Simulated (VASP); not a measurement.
# Cr (Im-3m) in VASP: relaxation of cell and atoms with PBE

Aim: the relaxation of cell and atoms of Cr with PBE.

All numbers are computed with VASP 6.6.1; they aren't measurements. Logs are shortened: lines on timing, memory, paths and dates and some standing lists are left out, and cuts for length are marked.

**1. The cell of the first run**

Symmetry: Im-3m, No. 229, cubic system. Conventional cell: a = 2.380 Å, b = 2.380 Å, c = 2.380 Å, α = 90.00°, β = 90.00°, γ = 90.00°. Cr (site symmetry m-3m) has 14 Cr at 2.06 to 2.38 Å within 2.7 Å.

**2. Relaxation of cell and atoms, PBE, collinear spin, ferromagnetic start, target pressure 410 GPa, at which the enthalpy is minimised**

The input, INCAR:

```
PREC = Accurate
ENCUT = 600
EDIFF = 1E-6
ISMEAR = -1
SIGMA = 0.1
LREAL = False
LASPH = True
NELM = 150
ALGO = Normal
ISIF = 3
LWAVE = False
LCHARG = False
ISPIN = 2
MAGMOM = 2
LORBIT = 11
LMAXMIX = 4
GGA = PE
IBRION = 2
NSW = 60
EDIFFG = -0.005
PSTRESS = 4100.0
```

The input, KPOINTS:

```
regular mesh
0
Gamma
  22 22 22
```

The input, POSCAR:

```
Cr
1.0
   -1.1898360870      1.1898360870      1.1898360870
    1.1898360870     -1.1898360870      1.1898360870
    1.1898360870      1.1898360870     -1.1898360870
Cr
1
Direct
    0.0000000000      0.0000000000      0.0000000000
```

Potentials or basis: VASP PAW PBE potentials, release 64 (Cr_pv).

The run is started by

```sh
$ cat potpaw_PBE.64/Cr_pv/POTCAR > POTCAR
$ mpirun -np 1 vasp_std > vasp.out
```

OUTCAR:

```text
PREC = Accurate
   ENCUT = 600
   EDIFF = 1E-6
   ISMEAR = -1
   LREAL = False
   LASPH = True
   NELM = 150
   ISIF = 3
   ISPIN = 2
   LORBIT = 11
   GGA = PE
   IBRION = 2
   NSW = 60
   EDIFFG = -0.005
   PSTRESS = 4100.0

 ion  position               nearest neighbor table
   1  0.000  0.000  0.000-

  LATTYP: Found a body centered cubic cell.
 ALAT       =     2.3796721740

  Lattice vectors:

 A1 = (  -1.1898360870,   1.1898360870,   1.1898360870)
 A2 = (   1.1898360870,  -1.1898360870,   1.1898360870)
 A3 = (   1.1898360870,   1.1898360870,  -1.1898360870)

Analysis of symmetry for initial positions (statically):
=====================================================================
 Subroutine PRICEL returns:
 Original cell was already a primitive cell.

 Routine SETGRP: Setting up the symmetry group for a
 body centered cubic supercell.

 Subroutine GETGRP returns: Found 48 space group operations
 (whereof 48 operations were pure point group operations)
 out of a pool of 48 trial point group operations.

The static configuration has the point symmetry O_h .

Analysis of symmetry for dynamics (positions and initial velocities):
=====================================================================
 Subroutine PRICEL returns:
 Original cell was already a primitive cell.

 Routine SETGRP: Setting up the symmetry group for a
 body centered cubic supercell.

 Subroutine GETGRP returns: Found 48 space group operations
 (whereof 48 operations were pure point group operations)
 out of a pool of 48 trial point group operations.

The dynamic configuration has the point symmetry O_h .

Analysis of structural, dynamic, and magnetic symmetry:
=====================================================================
 Subroutine PRICEL returns:
 Original cell was already a primitive cell.

 Routine SETGRP: Setting up the symmetry group for a
 body centered cubic supercell.

 Subroutine GETGRP returns: Found 48 space group operations
 (whereof 48 operations were pure point group operations)
 out of a pool of 48 trial point group operations.

The overall configuration has the point symmetry O_h .

 Subroutine INISYM returns: Found 48 space group operations
 (whereof 48 operations are pure point group operations),
 and found     1 'primitive' translations

----------------------------------------------------------------------------------------

                                     Primitive cell

  volume of cell :       6.7379

  direct lattice vectors                    reciprocal lattice vectors
    -1.189836087  1.189836087  1.189836087     0.000000000  0.420225950  0.420225950
[... 101 lines left out ...]
   IALGO  =     38    algorithm
   IMIX   =      4    mixing-type and parameters
     AMIX     =   0.40;   BMIX     =  1.00
     AMIX_MAG =   1.60;   BMIX_MAG =  1.00
  volume/ion in A,a.u.               =       6.74        45.47
  Fermi-wavevector in a.u.,A,eV,Ry     =   1.984395  3.749963 53.577339  3.937823
  Thomas-Fermi vector in A             =   3.003779
   LORBIT       =     11    0 simple, 1 ext, 2 COOP (PROOUT), +10 PAW based schemes
   GGA     = PE    functional components
   LHFCALC =     F    Hartree Fock is set to
   AEXX    =    0.0000 exact exchange contribution
   IVDW    =     0    specifies the selected vdW correction
   LEPSILON=     F    determine dielectric tensor
   LRPA    =     F    only Hartree local field effects (RPA)
 conjugate gradient relaxation of ions
 spin polarized calculation
  energy-cutoff  :      600.00
  volume of cell :        6.74
 maximum number of plane-waves:       236
   NGX =  9   NGY =  9   NGZ =  9

--------------------------------------- Ionic step        1  -------------------------------------------

 number of electron      12.0000005 magnetization      -0.0000431

 number of electron      12.0000005 magnetization       0.0000535

 Free energy of the ion-electron system (eV)
  ---------------------------------------------------
  ext. energy  EPLUGINS =         0.00000000
  ---------------------------------------------------
  free energy    TOTEN  =        -5.52668567 eV

  energy without entropy =       -5.50922906  energy(sigma->0) =       -5.51795736

------------------------ aborting loop because EDIFF is reached ----------------------------------------

  FORCE on cell =-STRESS in cart. coord.  units (eV):
  Direction    XX          YY          ZZ          XY          YZ          ZX
  --------------------------------------------------------------------------------------
  -------------------------------------------------------------------------------------
  Total       17.6996689     17.6996689     17.6996689     -0.0000000     -0.0000000     -0.0000000
  in kB     4208.7615666   4208.7615666   4208.7615666     -0.0000000     -0.0000000     -0.0000000
  external PRESSURE =     108.7615666 kB  Pullay stress =    4100.0000000 kB
[... 104 lines left out ...]
 number of electron      12.0000001 magnetization      -0.0000010

 number of electron      12.0000001 magnetization       0.0000010

 Free energy of the ion-electron system (eV)
  ---------------------------------------------------
  ext. energy  EPLUGINS =         0.00000000
  ---------------------------------------------------
  free energy    TOTEN  =        -5.64663790 eV

  energy without entropy =       -5.62906912  energy(sigma->0) =       -5.63785351

 E-fermi :  20.8100     XC(G=0): -17.0629

 val. band max:       20.7978818784   @ k =   0.3182   0.0909   0.0909
 cond. band min:      20.8374989260   @ k =  -0.3636   0.3636   0.2273
 fundamental gap:      0.0396170477
 Fermi energy:        20.8099940100

 spin component 1

 k-point     1 :       0.0000    0.0000    0.0000
  band No.  band energies     occupation
      1     -20.9505      1.00000
      2     -20.9505      1.00000
      3     -20.9505      1.00000
      4      12.0074      1.00000
      5      18.5982      1.00000
      6      18.5982      1.00000
      7      18.5982      1.00000
      8      22.5747      0.00000
      9      22.5747      0.00000
     10      28.2534      0.00000
     11      46.7738      0.00000
[... 310 lines left out ...]
  band No.  band energies     occupation
      1     -22.4918      1.00000
      2     -21.3274      1.00000
      3     -21.0785      1.00000
      4      14.2804      1.00000
      5      17.5588      1.00000
      6      17.8974      1.00000
      7      21.1389      0.03594
      8      21.5445      0.00065
      9      22.9240      0.00000
     10      28.2509      0.00000
     11      46.3990      0.00000

 [... further k-points ...]

 spin component 2

 k-point     1 :       0.0000    0.0000    0.0000
  band No.  band energies     occupation
      1     -20.9505      1.00000
      2     -20.9505      1.00000
      3     -20.9505      1.00000
      4      12.0074      1.00000
      5      18.5982      1.00000
      6      18.5982      1.00000
      7      18.5982      1.00000
      8      22.5747      0.00000
      9      22.5747      0.00000
     10      28.2534      0.00000
     11      46.7738      0.00000
[... 354 lines left out ...]
  energy  without entropy=       -5.6290691198  energy(sigma->0) =       -5.63785351

  enthalpy is  TOTEN    =        11.7140522664 eV   P V=       17.3606901674

 reached required accuracy - stopping structural energy minimisation

 total charge

# of ion       s       p       d       tot
------------------------------------------
    1        0.671   6.838   5.365  12.874

 magnetization (x)

# of ion       s       p       d       tot
------------------------------------------
    1        0.000  -0.000  -0.000   0.000
```

It took 60 s on 1 thread of Intel Xeon Platinum 8259CL at 2.50GHz (Skylake/Cascade Lake), shared host; peak memory 0.17 GiB.

Results:

```
Free energy                                            : -5.6466 eV
Relaxed volume                                         : 6.78 Å³/atom
Relaxed cell                                           : a = 2.066 Å, b = 2.066 Å, c = 2.066 Å, α = 109.47°, β = 109.47°, γ = 109.47°
Space group after relaxing (to 0.05 Å)                 : Im-3m (No. 229)
Energy change on relaxing (the enthalpy is what falls) : -120.0 meV/atom
Ionic steps                                            : 4
Pressure after relaxing                                : 409.9 GPa
Band gap on the k mesh                                 : zero (filled and empty bands overlap)
Net moment                                             : 0.00 μB per cell
```

Step by step:
| step | energy change (eV) | largest force (eV/Å) | pressure (GPa) | volume (Å³) |
| --- | --- | --- | --- | --- |
| 1 | 0.0000 | 0.0000 | 420.88 | 6.74 |
| 2 | -1.0546 | 0.0000 | 324.60 | 7.19 |
| 3 | -0.1226 | 0.0000 | 409.75 | 6.79 |
| 4 | -0.1200 | 0.0000 | 409.95 | 6.78 |

Final structure:
```xyz
1
Lattice="-1.1926 1.1926 1.1926 1.1926 -1.1926 1.1926 1.1926 1.1926 -1.1926" Properties=species:S:1:pos:R:3 pbc="T T T"
Cr    0.0000    0.0000    0.0000
```

Caveat: the starting moments collapsed, and a magnetic state may lie lower; the cell is relaxed towards a set pressure, so the enthalpy falls and the energy may rise.
